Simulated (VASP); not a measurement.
# Ag (Fm-3m) in VASP: single point with LDA

Aim: the single point of Ag with LDA.

Everything below comes from runs of VASP 6.6.1. Logs are shortened: lines on timing, memory, paths and dates and some standing lists are left out, and cuts for length are marked.

## (1) The cell of the first run

The structure is cubic, space group Fm-3m (No. 225). Conventional cell: a = 4.014 Å, b = 4.014 Å, c = 4.014 Å, α = 90.00°, β = 90.00°, γ = 90.00°. Within 3.7 Å of Ag (site symmetry m-3m) lie 12 Ag at 2.84 Å.

## (2) Single point, LDA

INCAR reads:

```
SYSTEM = Ag
  PREC = Accurate
  ENCUT = 520
  EDIFF = 1E-6
  ISMEAR = -1
  SIGMA = 0.13605693000000002
  LREAL = .False.
  LASPH = .True.
  NELM = 100
  ALGO = Normal
  ISIF = 2
  LWAVE = .False.
  LCHARG = .True.
  LELF = .True.
  LVHAR = .True.
  NBANDS = 12
```

KPOINTS reads:

```
regular mesh
0
Gamma
  14 14 14
  0 0 0
```

POSCAR reads:

```
Ag
1.0
    0.0000000000      2.0068515017      2.0068515017
    2.0068515017      0.0000000000      2.0068515017
    2.0068515017      2.0068515017      0.0000000000
Ag
1
Direct
    0.0000000000      0.0000000000      0.0000000000
```

Potentials or basis: VASP PAW LDA potentials, release 64 (Ag).

Started as:

```console
cat potpaw_LDA.64/Ag/POTCAR > POTCAR
mpirun -np 1 vasp_std > vasp.out
```

OUTCAR:

```text
SYSTEM = Ag
   PREC = Accurate
   ENCUT = 520
   EDIFF = 1E-6
   ISMEAR = -1
   LREAL = .False.
   LASPH = .True.
   NELM = 100
   ISIF = 2

 ion  position               nearest neighbor table
   1  0.000  0.000  0.000-

  LATTYP: Found a face centered cubic cell.
 ALAT       =     4.0137030034

  Lattice vectors:

 A1 = (   0.0000000000,   2.0068515017,   2.0068515017)
 A2 = (   2.0068515017,   0.0000000000,   2.0068515017)
 A3 = (   2.0068515017,   2.0068515017,   0.0000000000)

Analysis of symmetry for initial positions (statically):
=====================================================================
 Subroutine PRICEL returns:
 Original cell was already a primitive cell.

 Routine SETGRP: Setting up the symmetry group for a
 face centered cubic supercell.

 Subroutine GETGRP returns: Found 48 space group operations
 (whereof 48 operations were pure point group operations)
 out of a pool of 48 trial point group operations.

The static configuration has the point symmetry O_h .

Analysis of symmetry for dynamics (positions and initial velocities):
=====================================================================
 Subroutine PRICEL returns:
 Original cell was already a primitive cell.

 Routine SETGRP: Setting up the symmetry group for a
 face centered cubic supercell.

 Subroutine GETGRP returns: Found 48 space group operations
 (whereof 48 operations were pure point group operations)
 out of a pool of 48 trial point group operations.

The dynamic configuration has the point symmetry O_h .

 Subroutine INISYM returns: Found 48 space group operations
 (whereof 48 operations are pure point group operations),
 and found     1 'primitive' translations

----------------------------------------------------------------------------------------

                                     Primitive cell

  volume of cell :      16.1650

  direct lattice vectors                    reciprocal lattice vectors
     0.000000000  2.006851502  2.006851502    -0.249146486  0.249146486  0.249146486
     2.006851502  0.000000000  2.006851502     0.249146486 -0.249146486  0.249146486
     2.006851502  2.006851502  0.000000000     0.249146486  0.249146486 -0.249146486

  length of vectors
     2.838116611  2.838116611  2.838116611     0.431534373  0.431534373  0.431534373

  position of ions in fractional coordinates (direct lattice)
     0.000000000  0.000000000  0.000000000

  ion indices of the primitive-cell ions
   primitive index   ion index
                 1           1

----------------------------------------------------------------------------------------

 KPOINTS: regular mesh

Automatic generation of k-mesh.
 Grid dimensions read from file:
 generate k-points for:   14   14   14

 Generating k-lattice:

  Cartesian coordinates                     Fractional coordinates (reciprocal lattice)
    -0.017796178  0.017796178  0.017796178     0.071428571  0.000000000  0.000000000
     0.017796178 -0.017796178  0.017796178     0.000000000  0.071428571  0.000000000
     0.017796178  0.017796178 -0.017796178     0.000000000  0.000000000  0.071428571

  Length of vectors
     0.030823884  0.030823884  0.030823884

  Shift w.r.t. Gamma in fractional coordinates (k-lattice)
     0.000000000  0.000000000  0.000000000

 Subroutine IBZKPT returns following result:
 ===========================================

 Found    104 irreducible k-points:

 Following reciprocal coordinates:
            Coordinates               Weight
  0.000000  0.000000  0.000000      1.000000
  0.071429  0.000000  0.000000      8.000000
  0.142857  0.000000  0.000000      8.000000
  0.214286  0.000000  0.000000      8.000000
  0.285714  0.000000  0.000000      8.000000
  0.357143  0.000000  0.000000      8.000000
[... 16 lines left out ...]
  0.214286  0.142857  0.000000     24.000000
  0.285714  0.142857  0.000000     24.000000
 [... further k-points ...]
   k-points           NKPTS =    104   k-points in BZ     NKDIM =    104   number of bands    NBANDS=     12
   number of dos      NEDOS =    301   number of ions     NIONS =      1
   total plane-waves  NPLWV =  13824
   dimension x,y,z NGX =    24 NGY =   24 NGZ =   24
   dimension x,y,z NGXF=    48 NGYF=   48 NGZF=   48
   ions per type =               1
   NGX,Y,Z   is equivalent  to a cutoff of  14.06, 14.06, 14.06 a.u.
   NGXF,Y,Z  is equivalent  to a cutoff of  28.12, 28.12, 28.12 a.u.
 SYSTEM =  Ag
   PREC   = accura    normal or accurate (medium, high low for compatibility)
   ISTART =      0    job   : 0-new  1-cont  2-samecut
   ICHARG =      2    charge: 1-file 2-atom 10-const
   ISPIN  =      1    spin polarized calculation?
   LNONCOLLINEAR =      F non collinear calculations
   LSORBIT =      F    spin-orbit coupling
   LASPH  =      T    aspherical Exc in radial PAW
   ENCUT  =  520.0 eV  38.22 Ry    6.18 a.u.   5.28  5.28  5.28*2*pi/ulx,y,z
   NELM   =    100;   NELMIN=  2; NELMDL= -5     # of ELM steps
   EDIFF  = 0.1E-05   stopping-criterion for ELM
   LREAL  =      F    real-space projection
   EDIFFG = 0.1E-04   stopping-criterion for IOM
   NSW    =      0    number of steps for IOM
   IBRION =     -1    ionic relax: 0-MD 1-quasi-New 2-CG
   NFREE  =      0    steps in history (QN), initial steepest desc. (CG)
   ISIF   =      2    stress and relaxation
   ISYM   =      2    0-nonsym 1-usesym 2-fastsym
   POTIM  = 0.5000    time-step for ionic-motion
   TEBEG  =    0.0;   TEEND  =   0.0 temperature during run
   PSTRESS=    0.0 pullay stress
   NELECT =      11.0000    total number of electrons
   NUPDOWN=      -1.0000    fix difference up-down
   EMIN   =  10.00;   EMAX   =-10.00  energy-range for DOS
   EFERMI =   0.00;   METHOD = LEGACY
   ISMEAR =    -1;   SIGMA  =   0.14  broadening in eV -4-tet -1-fermi 0-gaus
   EFERMI_NEDOS =   21; number of points for ismear=-14 and -15
   IALGO  =     38    algorithm
   IMIX   =      4    mixing-type and parameters
     AMIX     =   0.40;   BMIX     =  1.00
     AMIX_MAG =   1.60;   BMIX_MAG =  1.00
  volume/ion in A,a.u.               =      16.17       109.09
  Fermi-wavevector in a.u.,A,eV,Ry     =   1.439949  2.721109 28.211048  2.073454
  Thomas-Fermi vector in A             =   2.558748
   LORBIT       =      0    0 simple, 1 ext, 2 COOP (PROOUT), +10 PAW based schemes
   GGA     = CA    functional components
   LHFCALC =     F    Hartree Fock is set to
   AEXX    =    0.0000 exact exchange contribution
   IVDW    =     0    specifies the selected vdW correction
   LEPSILON=     F    determine dielectric tensor
   LRPA    =     F    only Hartree local field effects (RPA)
 non-spin polarized calculation
  energy-cutoff  :      520.00
  volume of cell :       16.17
 maximum number of plane-waves:       448
 NGX is ok and might be reduce to    24
   NGX = 11   NGY = 11   NGZ = 11

 number of electron      11.0000002 magnetization

 Free energy of the ion-electron system (eV)
  ---------------------------------------------------
  ext. energy  EPLUGINS =         0.00000000
  ---------------------------------------------------
  free energy    TOTEN  =        -3.78913592 eV

  energy without entropy =       -3.77309947  energy(sigma->0) =       -3.78111770

 E-fermi :   8.8805     XC(G=0): -12.9000

 val. band max:        8.7041969561   @ k =   0.5000   0.0714   0.0000
 cond. band min:       8.9276773283   @ k =   0.5000   0.2143   0.0714
 fundamental gap:      0.2234803722
 Fermi energy:         8.8804893362

 k-point     1 :       0.0000    0.0000    0.0000
  band No.  band energies     occupation
      1       0.6906      2.00000
      2       3.9440      2.00000
      3       3.9440      2.00000
      4       3.9440      2.00000
      5       5.1024      2.00000
      6       5.1024      2.00000
      7      25.0412      0.00000
      8      28.8652      0.00000
      9      28.8652      0.00000
     10      28.8652      0.00000
     11      34.0198      0.00000
     12      35.3733      0.00000

 k-point     2 :       0.0714    0.0000    0.0000
  band No.  band energies     occupation
      1       0.8569      2.00000
      2       3.9028      2.00000
      3       3.9921      2.00000
      4       3.9921      2.00000
      5       5.0835      2.00000
      6       5.0835      2.00000
      7      25.0973      0.00000
      8      27.6211      0.00000
      9      28.9625      0.00000
     10      28.9625      0.00000
     11      33.9954      0.00000
     12      35.1037      0.00000

 k-point     3 :       0.1429    0.0000    0.0000
  band No.  band energies     occupation
      1       1.3220      2.00000
      2       3.8266      2.00000
      3       4.1033      2.00000
      4       4.1033      2.00000
      5       5.0612      2.00000
      6       5.0612      2.00000
      7      24.3582      0.00000
      8      26.1308      0.00000
      9      29.1840      0.00000
     10      29.1840      0.00000
     11      32.7279      0.00000
     12      34.2509      0.00000
[... 286 lines left out ...]
 k-point    23 :       0.2143    0.1429    0.0000
  band No.  band energies     occupation
      1       2.0236      2.00000
      2       3.4519      2.00000
      3       4.3581      2.00000
      4       4.4312      2.00000
      5       4.8441      2.00000
      6       5.3466      2.00000
      7      24.0879      0.00000
      8      25.8740      0.00000
      9      26.1780      0.00000
     10      27.7596      0.00000
     11      31.4657      0.00000
     12      34.8333      0.00000

 k-point    24 :       0.2857    0.1429    0.0000
  band No.  band energies     occupation
      1       2.5171      2.00000
      2       3.4634      2.00000
      3       4.1981      2.00000
      4       4.4898      2.00000
      5       5.3926      2.00000
      6       5.5280      2.00000
      7      21.3043      0.00000
      8      25.5295      0.00000
      9      25.5749      0.00000
     10      27.8824      0.00000
     11      31.3888      0.00000
     12      34.6784      0.00000

 [... further k-points ...]

------------------------ aborting loop because EDIFF is reached ----------------------------------------

  FORCE on cell =-STRESS in cart. coord.  units (eV):
  Direction    XX          YY          ZZ          XY          YZ          ZX
  --------------------------------------------------------------------------------------
  -------------------------------------------------------------------------------------
  Total       -0.1091408     -0.1091408     -0.1091408     -0.0000000      0.0000000      0.0000000
  in kB      -10.8173791    -10.8173791    -10.8173791     -0.0000000      0.0000000      0.0000000
  external PRESSURE =     -10.8173791 kB  Pullay stress =       0.0000000 kB

 VOLUME and BASIS-vectors are now :
 -----------------------------------------------------------------------------
  energy-cutoff  :      520.00
  volume of cell :       16.17
      direct lattice vectors                 reciprocal lattice vectors
     0.000000000  2.006851502  2.006851502    -0.249146486  0.249146486  0.249146486
     2.006851502  0.000000000  2.006851502     0.249146486 -0.249146486  0.249146486
     2.006851502  2.006851502  0.000000000     0.249146486  0.249146486 -0.249146486

 POSITION                                       TOTAL-FORCE (eV/Angst)
 -----------------------------------------------------------------------------------
      0.00000      0.00000      0.00000        -0.000000     -0.000000     -0.000000
 -----------------------------------------------------------------------------------
    total drift:                               -0.000000     -0.000000     -0.000000

  FREE ENERGIE OF THE ION-ELECTRON SYSTEM (eV)
  ---------------------------------------------------
  free  energy   TOTEN  =        -3.7891359245 eV

  energy  without entropy=       -3.7730994741  energy(sigma->0) =       -3.78111770
```

Run time: 9.9 s. Hardware: 1 thread of AMD EPYC 9R45 (Zen 5), shared host; peak memory 0.11 GiB.

What came out:

```yaml
Free_energy: -3.7891 eV
Pressure: -1.1 GPa
```

Levels at points of the mesh, in eV from the Fermi level:
| k point | band 4 | band 5 | band 6 | band 7 | band 8 | band 9 |
| --- | --- | --- | --- | --- | --- | --- |
| (0.00, 0.00, 0.00) | -4.94 | -3.78 | -3.78 | 16.16 | 19.98 | 19.98 |
| (0.50, 0.00, 0.00) | -2.90 | -2.90 | -0.54 | 3.92 | 15.42 | 18.31 |
| (0.50, 0.50, 0.00) | -2.67 | -2.67 | 1.53 | 7.18 | 10.87 | 10.87 |
